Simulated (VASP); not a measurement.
# O3F2 (Pn-3m) in VASP: a series of runs

The runs below take O3F2 through single point, with PBE.

Program: VASP 6.6.1. These are calculated values, not measurements. Logs are shortened: lines on timing, memory, paths and dates and some standing lists are left out, and cuts for length are marked.

### 1 The cell of the first run

It takes space group Pn-3m (No. 224, cubic). Conventional cell: a = 4.861 Å, b = 4.861 Å, c = 4.861 Å, α = 90.00°, β = 90.00°, γ = 90.00°. Within 2.8 Å of F (site symmetry -3m) lie 6 O at 2.11 Å. O (site symmetry -42m) has 4 F at 2.11 Å and 4 O at 2.43 Å within 2.8 Å.

### 2 Single point, PBE

Contents of INCAR:

```
SYSTEM = O3F2
  PREC = Accurate
  ENCUT = 520
  EDIFF = 1E-6
  ISMEAR = -1
  SIGMA = 0.06122561905347299
  LREAL = .False.
  LASPH = .True.
  NELM = 100
  ALGO = Normal
  ISIF = 2
  LWAVE = .False.
  LCHARG = .False.
  GGA = PE
  NBANDS = 43
```

Contents of KPOINTS:

```
Automatic mesh
0
Gamma
  12 12 12
  0 0 0
```

Contents of POSCAR:

```
O3F2
1.0
    4.8613898756      0.0000000000      0.0000000000
    0.0000000000      4.8613898756      0.0000000000
    0.0000000000      0.0000000000      4.8613898756
F O
4 6
Direct
    0.2500000000      0.2500000000      0.2500000000
    0.7500000000      0.7500000000      0.2500000000
    0.7500000000      0.2500000000      0.7500000000
    0.2500000000      0.7500000000      0.7500000000
    0.5000000000      0.0000000000      0.0000000000
    0.0000000000      0.5000000000      0.0000000000
    0.0000000000      0.0000000000      0.5000000000
    0.5000000000      0.5000000000      0.0000000000
    0.5000000000      0.0000000000      0.5000000000
    0.0000000000      0.5000000000      0.5000000000
```

Potentials or basis: VASP PAW PBE potentials, release 64 (F, O).

On the command line:

```sh
$ cat potpaw_PBE.64/F/POTCAR potpaw_PBE.64/O/POTCAR > POTCAR
$ mpirun -np 1 vasp_std > vasp.out
```

OUTCAR:

```text
SYSTEM = O3F2
   PREC = Accurate
   ENCUT = 520
   EDIFF = 1E-6
   ISMEAR = -1
   LREAL = .False.
   LASPH = .True.
   NELM = 100
   ISIF = 2
   GGA = PE

 ion  position               nearest neighbor table
   1  0.250  0.250  0.250-
   2  0.750  0.750  0.250-
   3  0.750  0.250  0.750-
   4  0.250  0.750  0.750-
   5  0.500  0.000  0.000-
   6  0.000  0.500  0.000-
   7  0.000  0.000  0.500-
   8  0.500  0.500  0.000-
   9  0.500  0.000  0.500-
  10  0.000  0.500  0.500-

  LATTYP: Found a simple cubic cell.
 ALAT       =     4.8613898756

  Lattice vectors:

 A1 = (   4.8613898756,   0.0000000000,   0.0000000000)
 A2 = (   0.0000000000,   4.8613898756,   0.0000000000)
 A3 = (   0.0000000000,   0.0000000000,   4.8613898756)

Analysis of symmetry for initial positions (statically):
=====================================================================
 Subroutine PRICEL returns:
 Original cell was already a primitive cell.

 Routine SETGRP: Setting up the symmetry group for a
 simple cubic supercell.

 Subroutine GETGRP returns: Found 48 space group operations
 (whereof 24 operations were pure point group operations)
 out of a pool of 48 trial point group operations.

The static configuration has the point symmetry T_d .
 The point group associated with its full space group is O_h .

Analysis of symmetry for dynamics (positions and initial velocities):
=====================================================================
 Subroutine PRICEL returns:
 Original cell was already a primitive cell.

 Routine SETGRP: Setting up the symmetry group for a
 simple cubic supercell.

 Subroutine GETGRP returns: Found 48 space group operations
 (whereof 24 operations were pure point group operations)
 out of a pool of 48 trial point group operations.

The dynamic configuration has the point symmetry T_d .
 The point group associated with its full space group is O_h .

 Subroutine INISYM returns: Found 48 space group operations
 (whereof 24 operations are pure point group operations),
 and found     1 'primitive' translations
[... 99 lines left out ...]
   NGX,Y,Z   is equivalent  to a cutoff of  12.31, 12.31, 12.31 a.u.
   NGXF,Y,Z  is equivalent  to a cutoff of  24.62, 24.62, 24.62 a.u.
 SYSTEM =  O3F2
   PREC   = accura    normal or accurate (medium, high low for compatibility)
   ISTART =      0    job   : 0-new  1-cont  2-samecut
   ICHARG =      2    charge: 1-file 2-atom 10-const
   ISPIN  =      1    spin polarized calculation?
   LNONCOLLINEAR =      F non collinear calculations
   LSORBIT =      F    spin-orbit coupling
   LASPH  =      T    aspherical Exc in radial PAW
   ENCUT  =  520.0 eV  38.22 Ry    6.18 a.u.   9.04  9.04  9.04*2*pi/ulx,y,z
   NELM   =    100;   NELMIN=  2; NELMDL= -5     # of ELM steps
   EDIFF  = 0.1E-05   stopping-criterion for ELM
   LREAL  =      F    real-space projection
   EDIFFG = 0.1E-04   stopping-criterion for IOM
   NSW    =      0    number of steps for IOM
   IBRION =     -1    ionic relax: 0-MD 1-quasi-New 2-CG
   NFREE  =      0    steps in history (QN), initial steepest desc. (CG)
   ISIF   =      2    stress and relaxation
   ISYM   =      2    0-nonsym 1-usesym 2-fastsym
   POTIM  = 0.5000    time-step for ionic-motion
   TEBEG  =    0.0;   TEEND  =   0.0 temperature during run
   PSTRESS=    0.0 pullay stress
   NELECT =      64.0000    total number of electrons
   NUPDOWN=      -1.0000    fix difference up-down
   EMIN   =  10.00;   EMAX   =-10.00  energy-range for DOS
   EFERMI =   0.00;   METHOD = LEGACY
   ISMEAR =    -1;   SIGMA  =   0.06  broadening in eV -4-tet -1-fermi 0-gaus
   EFERMI_NEDOS =   21; number of points for ismear=-14 and -15
   IALGO  =     38    algorithm
   IMIX   =      4    mixing-type and parameters
     AMIX     =   0.40;   BMIX     =  1.00
     AMIX_MAG =   1.60;   BMIX_MAG =  1.00
  volume/ion in A,a.u.               =      11.49        77.53
  Fermi-wavevector in a.u.,A,eV,Ry     =   1.347021  2.545501 24.687303  1.814466
  Thomas-Fermi vector in A             =   2.474806
   LORBIT       =      0    0 simple, 1 ext, 2 COOP (PROOUT), +10 PAW based schemes
   GGA     = PE    functional components
[... 5 lines left out ...]
 non-spin polarized calculation
  energy-cutoff  :      520.00
  volume of cell :      114.89
 maximum number of plane-waves:      3136
   NGX = 19   NGY = 19   NGZ = 19

 number of electron      63.9999913 magnetization

 Free energy of the ion-electron system (eV)
  ---------------------------------------------------
  ext. energy  EPLUGINS =         0.00000000
  ---------------------------------------------------
  free energy    TOTEN  =       -17.40995032 eV

  energy without entropy =      -17.23166179  energy(sigma->0) =      -17.32080605

 E-fermi :  -1.7026     XC(G=0):  -9.4996

 val. band max:       -1.7030770010   @ k =   0.3333   0.0833   0.0000
 cond. band min:      -1.7008930804   @ k =   0.4167   0.0833   0.0000
 fundamental gap:      0.0021839206
 Fermi energy:        -1.7026345151

 k-point     1 :       0.0000    0.0000    0.0000
  band No.  band energies     occupation
      1     -24.4734      2.00000
      2     -23.8193      2.00000
      3     -23.8193      2.00000
      4     -23.8193      2.00000
      5     -18.9105      2.00000
      6     -18.9105      2.00000
[... 1093 lines left out ...]
     42      10.6049      0.00000
     43      11.9869      0.00000

 [... further k-points ...]
[... 5 lines left out ...]
  --------------------------------------------------------------------------------------
  -------------------------------------------------------------------------------------
  Total       -1.3721555     -1.3721555     -1.3721555      0.0000000      0.0000000      0.0000000
  in kB      -19.1351800    -19.1351800    -19.1351800      0.0000000      0.0000000      0.0000000
  external PRESSURE =     -19.1351800 kB  Pullay stress =       0.0000000 kB

 VOLUME and BASIS-vectors are now :
 -----------------------------------------------------------------------------
  energy-cutoff  :      520.00
  volume of cell :      114.89
      direct lattice vectors                 reciprocal lattice vectors
     4.861389876  0.000000000  0.000000000     0.205702490  0.000000000  0.000000000
     0.000000000  4.861389876  0.000000000     0.000000000  0.205702490  0.000000000
     0.000000000  0.000000000  4.861389876     0.000000000  0.000000000  0.205702490

 POSITION                                       TOTAL-FORCE (eV/Angst)
 -----------------------------------------------------------------------------------
      1.21535      1.21535      1.21535         0.000000      0.000000      0.000000
      3.64604      3.64604      1.21535         0.000000     -0.000000      0.000000
      3.64604      1.21535      3.64604        -0.000000      0.000000     -0.000000
      1.21535      3.64604      3.64604        -0.000000     -0.000000      0.000000
      2.43069      0.00000      0.00000         0.000000     -0.000000     -0.000000
      0.00000      2.43069      0.00000        -0.000000     -0.000000     -0.000000
      0.00000      0.00000      2.43069        -0.000000     -0.000000      0.000000
      2.43069      2.43069      0.00000         0.000000     -0.000000      0.000000
      2.43069      0.00000      2.43069         0.000000     -0.000000      0.000000
      0.00000      2.43069      2.43069        -0.000000      0.000000      0.000000
 -----------------------------------------------------------------------------------
    total drift:                               -0.000000      0.000000     -0.000000

  FREE ENERGIE OF THE ION-ELECTRON SYSTEM (eV)
  ---------------------------------------------------
  free  energy   TOTEN  =       -17.4099503185 eV

  energy  without entropy=      -17.2316617881  energy(sigma->0) =      -17.32080605
```

Run time: 4.8 min. Hardware: 1 thread of Oxide Virtual Turin-like, shared host; peak memory 0.36 GiB.

What came out:

| Item | Value |
| --- | --- |
| Free energy | -17.4100 eV |
| Pressure | -1.9 GPa |
| Band gap on the k mesh | zero (band 32 reaches -1.47 eV, above the bottom of band 33 at -1.78 eV) |

Levels at points of the mesh, in eV from the Fermi level:
```tsv
k point	band 30	band 31	band 32	band 33	band 34	band 35
(0.00, 0.00, 0.00)	0.09	0.09	0.23	0.23	0.23	0.44
(0.50, 0.00, 0.00)	-0.20	-0.19	-0.19	-0.07	-0.07	0.13
(0.50, 0.50, 0.00)	-0.71	-0.27	-0.27	-0.08	-0.08	0.16
(0.50, 0.50, 0.50)	-1.24	-1.24	0.13	0.13	0.13	0.27
```

### 3 Single point, PBE

This run uses another cell than the first one, of 11.71 Å³/atom, 1.020 times its volume.

Contents of INCAR:

```
PREC = Accurate
ENCUT = 520
EDIFF = 1E-6
ISMEAR = -1
SIGMA = 0.06122561905347299
LREAL = F
LASPH = T
NELM = 80
ALGO = Normal
ISIF = 2
LWAVE = F
LCHARG = F
GGA = PE
NBANDS = 43
```

Contents of KPOINTS:

```
Automatic mesh
0
Gamma
  12 12 12
```

POSCAR, as its differences from that of step 2:

```diff
@@ -2,5 +2,5 @@
 1.0
-    4.8613898756      0.0000000000      0.0000000000
-    0.0000000000      4.8613898756      0.0000000000
-    0.0000000000      0.0000000000      4.8613898756
+    4.8929582269      0.0000000000      0.0000000000
+    0.0000000000      4.8929582269      0.0000000000
+    0.0000000000      0.0000000000      4.8929582269
 F O
```

Potentials or basis: VASP PAW PBE potentials, release 64 (F, O).

On the command line:

```sh
$ cat potpaw_PBE.64/F/POTCAR potpaw_PBE.64/O/POTCAR > POTCAR
$ mpirun -np 1 vasp_std > vasp.out
```

Wall time 5.7 min (1 thread of Oxide Virtual Turin-like, shared host); peak memory 0.36 GiB.

The run converged. Its results:

- Free energy: -17.3806 eV
- Pressure: -3.2 GPa
- Band gap on the k mesh: zero (band 32 reaches -1.66 eV, above the bottom of band 33 at -1.97 eV)

Levels at points of the mesh, in eV from the Fermi level:
```tsv
k point	band 29	band 30	band 31	band 32	band 33	band 34	band 35	band 36
(0.00, 0.00, 0.00)	0.08	0.08	0.08	0.22	0.22	0.22	0.43	0.43
(0.50, 0.00, 0.00)	-0.19	-0.19	-0.19	-0.19	-0.06	-0.06	0.13	0.13
(0.50, 0.50, 0.00)	-0.70	-0.70	-0.26	-0.26	-0.08	-0.08	0.16	0.16
(0.50, 0.50, 0.50)	-1.21	-1.21	-1.21	0.13	0.13	0.13	0.26	0.37
```
